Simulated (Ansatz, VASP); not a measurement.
**Si: VASP beside Ansatz**

```
Si
1.0
     0.00000    2.70073    2.70073
     2.70073    0.00000    2.70073
     2.70073    2.70073    0.00000
Si
2
Cartesian
  0.0000 0.0000 0.0000
  1.3504 1.3504 1.3504
```

Alike in both runs: functional LDA; k mesh 10 × 10 × 10; occupations gaussian, width 0.02 eV; no spin polarisation.

Ansatz relaxed the structure, and its values are those at the end. VASP's run is a single point on that final structure, the one shown.

|  | VASP | Ansatz |
| --- | --- | --- |
| version | VASP 6.6.1 | Ansatz 0.2.0 |
| potentials or method | VASP PAW LDA potentials, release 64 (Si), cutoff 500 eV | scalar-relativistic, plane waves, PAW |
| valence electrons in the cell | 8 | 8 |

```tsv
	VASP	Ansatz	Ansatz less VASP
gap on the k mesh at the Fermi level (eV)	0.45	0.45	+0.003
least direct gap on the mesh (eV)	2.53	2.53	+0.002
pressure (GPa)	0.1	0.0	-0.06
```

Ansatz warns that its potentials were made for another functional, while VASP's fit it. LDA's correlation is that of Perdew and Zunger in VASP and of Perdew and Wang (1992) in Ansatz.
